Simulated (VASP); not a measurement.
# PbS (Fm-3m) in VASP: single point with LDA

Aim: the single point of PbS with LDA.

Everything below comes from runs of VASP 6.6.1. Logs are shortened: lines on timing, memory, paths and dates and some standing lists are left out, and cuts for length are marked.

### Step 1. The cell of the first run

Symmetry: Fm-3m, No. 225, cubic system. Conventional cell: a = 5.973 Å, b = 5.973 Å, c = 5.973 Å, α = 90.00°, β = 90.00°, γ = 90.00°. Within 3.9 Å of Pb (site symmetry m-3m) lie 6 S at 2.99 Å. Within 3.9 Å of S (site symmetry m-3m) lie 6 Pb at 2.99 Å.

### Step 2. Single point, LDA

Contents of INCAR:

```
  ALGO = Normal
  EDIFF = 1E-6
  ENCUT = 520
  ISIF = 2
  ISMEAR = -1
  LASPH = T
  LCHARG = F
  LREAL = F
  LWAVE = F
  NBANDS = 17
  NELM = 60
  PREC = Accurate
  SIGMA = 0.0174
```

Contents of KPOINTS:

```
k-points
0
Gamma
  8 8 8
```

Contents of POSCAR:

```
PbS
1.0
    0.0000000000      2.9864585700      2.9864585700
    2.9864585700      0.0000000000      2.9864585700
    2.9864585700      2.9864585700      0.0000000000
Pb S
1 1
Direct
    0.0000000000      0.0000000000      0.0000000000
    0.5000000000      0.5000000000      0.5000000000
```

Potentials or basis: VASP PAW LDA potentials, release 64 (Pb_d, S).

Run with:

```
$ cat potpaw_LDA.64/Pb_d/POTCAR potpaw_LDA.64/S/POTCAR > POTCAR
$ mpirun -np 1 vasp_std > vasp.out
```

OUTCAR:

```text
EDIFF = 1E-6
   ENCUT = 520
   ISIF = 2
   ISMEAR = -1
   LASPH = T
   LREAL = F
   NELM = 60
   PREC = Accurate

 ion  position               nearest neighbor table
   1  0.000  0.000  0.000-   2 2.99   2 2.99   2 2.99   2 2.99   2 2.99   2 2.99
   2  0.500  0.500  0.500-   1 2.99   1 2.99   1 2.99   1 2.99   1 2.99   1 2.99

  LATTYP: Found a face centered cubic cell.
 ALAT       =     5.9729171400

  Lattice vectors:

 A1 = (   0.0000000000,   2.9864585700,   2.9864585700)
 A2 = (   2.9864585700,   0.0000000000,   2.9864585700)
 A3 = (   2.9864585700,   2.9864585700,   0.0000000000)

Analysis of symmetry for initial positions (statically):
=====================================================================
 Subroutine PRICEL returns:
 Original cell was already a primitive cell.

 Routine SETGRP: Setting up the symmetry group for a
 face centered cubic supercell.

 Subroutine GETGRP returns: Found 48 space group operations
 (whereof 48 operations were pure point group operations)
 out of a pool of 48 trial point group operations.

The static configuration has the point symmetry O_h .

Analysis of symmetry for dynamics (positions and initial velocities):
=====================================================================
 Subroutine PRICEL returns:
 Original cell was already a primitive cell.

 Routine SETGRP: Setting up the symmetry group for a
 face centered cubic supercell.

 Subroutine GETGRP returns: Found 48 space group operations
 (whereof 48 operations were pure point group operations)
 out of a pool of 48 trial point group operations.

The dynamic configuration has the point symmetry O_h .

 Subroutine INISYM returns: Found 48 space group operations
 (whereof 48 operations are pure point group operations),
 and found     1 'primitive' translations

----------------------------------------------------------------------------------------

                                     Primitive cell

  volume of cell :      53.2721

  direct lattice vectors                    reciprocal lattice vectors
     0.000000000  2.986458570  2.986458570    -0.167422379  0.167422379  0.167422379
     2.986458570  0.000000000  2.986458570     0.167422379 -0.167422379  0.167422379
     2.986458570  2.986458570  0.000000000     0.167422379  0.167422379 -0.167422379

  length of vectors
     4.223490213  4.223490213  4.223490213     0.289984068  0.289984068  0.289984068
[... 77 lines left out ...]
   LSORBIT =      F    spin-orbit coupling
   LASPH  =      T    aspherical Exc in radial PAW
   ENCUT  =  520.0 eV  38.22 Ry    6.18 a.u.   7.85  7.85  7.85*2*pi/ulx,y,z
   NELM   =     60;   NELMIN=  2; NELMDL= -5     # of ELM steps
   EDIFF  = 0.1E-05   stopping-criterion for ELM
   LREAL  =      F    real-space projection
   EDIFFG = 0.1E-04   stopping-criterion for IOM
   NSW    =      0    number of steps for IOM
   IBRION =     -1    ionic relax: 0-MD 1-quasi-New 2-CG
   NFREE  =      0    steps in history (QN), initial steepest desc. (CG)
   ISIF   =      2    stress and relaxation
   ISYM   =      2    0-nonsym 1-usesym 2-fastsym
   POTIM  = 0.5000    time-step for ionic-motion
   TEBEG  =    0.0;   TEEND  =   0.0 temperature during run
   PSTRESS=    0.0 pullay stress
   NELECT =      20.0000    total number of electrons
   NUPDOWN=      -1.0000    fix difference up-down
   EMIN   =  10.00;   EMAX   =-10.00  energy-range for DOS
   EFERMI =   0.00;   METHOD = LEGACY
   ISMEAR =    -1;   SIGMA  =   0.02  broadening in eV -4-tet -1-fermi 0-gaus
   EFERMI_NEDOS =   21; number of points for ismear=-14 and -15
   IALGO  =     38    algorithm
   IMIX   =      4    mixing-type and parameters
     AMIX     =   0.40;   BMIX     =  1.00
     AMIX_MAG =   1.60;   BMIX_MAG =  1.00
  volume/ion in A,a.u.               =      26.64       179.75
  Fermi-wavevector in a.u.,A,eV,Ry     =   1.181005  2.231776 18.977030  1.394772
  Thomas-Fermi vector in A             =   2.317286
   LORBIT       =      0    0 simple, 1 ext, 2 COOP (PROOUT), +10 PAW based schemes
   GGA     = CA    functional components
   LHFCALC =     F    Hartree Fock is set to
   AEXX    =    0.0000 exact exchange contribution
   IVDW    =     0    specifies the selected vdW correction
   LEPSILON=     F    determine dielectric tensor
   LRPA    =     F    only Hartree local field effects (RPA)
 non-spin polarized calculation
  energy-cutoff  :      520.00
  volume of cell :       53.27
 maximum number of plane-waves:      1459
   NGX = 15   NGY = 15   NGZ = 15

 number of electron      20.0000001 magnetization

 Free energy of the ion-electron system (eV)
  ---------------------------------------------------
  ext. energy  EPLUGINS =         0.00000000
  ---------------------------------------------------
  free energy    TOTEN  =        -9.96143803 eV

  energy without entropy =       -9.96143643  energy(sigma->0) =       -9.96143723

 E-fermi :   5.4414     XC(G=0):  -9.9341

 val. band max:        5.3017530361   @ k =   0.5000   0.0000   0.0000
 cond. band min:       5.5810592796   @ k =   0.5000   0.0000   0.0000
 fundamental gap:      0.2793062435
 Fermi energy:         5.4414059974

 k-point     1 :       0.0000    0.0000    0.0000
  band No.  band energies     occupation
      1     -11.4184      2.00000
      2     -11.4184      2.00000
      3     -11.4184      2.00000
      4     -11.4088      2.00000
      5     -11.4088      2.00000
      6      -8.0620      2.00000
[... 457 lines left out ...]
      4     -11.3908      2.00000
      5     -11.3713      2.00000
      6      -6.6093      2.00000
[... 9 lines left out ...]
     16      16.1921      0.00000
     17      16.3458      0.00000

 [... further k-points ...]

------------------------ aborting loop because EDIFF is reached ----------------------------------------

  FORCE on cell =-STRESS in cart. coord.  units (eV):
  Direction    XX          YY          ZZ          XY          YZ          ZX
  --------------------------------------------------------------------------------------
  -------------------------------------------------------------------------------------
  Total       -1.2044052     -1.2044052     -1.2044052     -0.0000000     -0.0000000     -0.0000000
  in kB      -36.2229432    -36.2229432    -36.2229432     -0.0000000     -0.0000000     -0.0000000
  external PRESSURE =     -36.2229432 kB  Pullay stress =       0.0000000 kB

 VOLUME and BASIS-vectors are now :
 -----------------------------------------------------------------------------
  energy-cutoff  :      520.00
  volume of cell :       53.27
      direct lattice vectors                 reciprocal lattice vectors
     0.000000000  2.986458570  2.986458570    -0.167422379  0.167422379  0.167422379
     2.986458570  0.000000000  2.986458570     0.167422379 -0.167422379  0.167422379
     2.986458570  2.986458570  0.000000000     0.167422379  0.167422379 -0.167422379

 POSITION                                       TOTAL-FORCE (eV/Angst)
 -----------------------------------------------------------------------------------
      0.00000      0.00000      0.00000        -0.000000     -0.000000     -0.000000
      2.98646      2.98646      2.98646         0.000000      0.000000      0.000000
 -----------------------------------------------------------------------------------
    total drift:                                0.000000     -0.000000     -0.000000

  FREE ENERGIE OF THE ION-ELECTRON SYSTEM (eV)
  ---------------------------------------------------
  free  energy   TOTEN  =        -9.9614380318 eV

  energy  without entropy=       -9.9614364282  energy(sigma->0) =       -9.96143723
```

stdout:

```text
POSCAR found type information on POSCAR PbS
 POSCAR found :  2 types and       2 ions
 scaLAPACK will be used
 LDA part: xc-table for (Slater(with rela. corr.)+CA(PZ))
 , standard interpolation
 POSCAR, INCAR and KPOINTS ok, starting setup
 FFT: planning ... GRIDC
 FFT: planning ... GRID_SOFT
 FFT: planning ... GRID
 WAVECAR not read
 entering main loop
```

Wall time 25 s (1 thread of Intel Xeon 8259CL, shared host); peak memory 0.16 GiB.

What came out:

| Quantity | Value |
| --- | --- |
| Free energy | -9.9614 eV |
| Pressure | -3.6 GPa |
| Band gap on the k mesh | 0.28 eV, direct |

Caveat: spin-orbit coupling is left out, which moves the levels of the heavy elements.
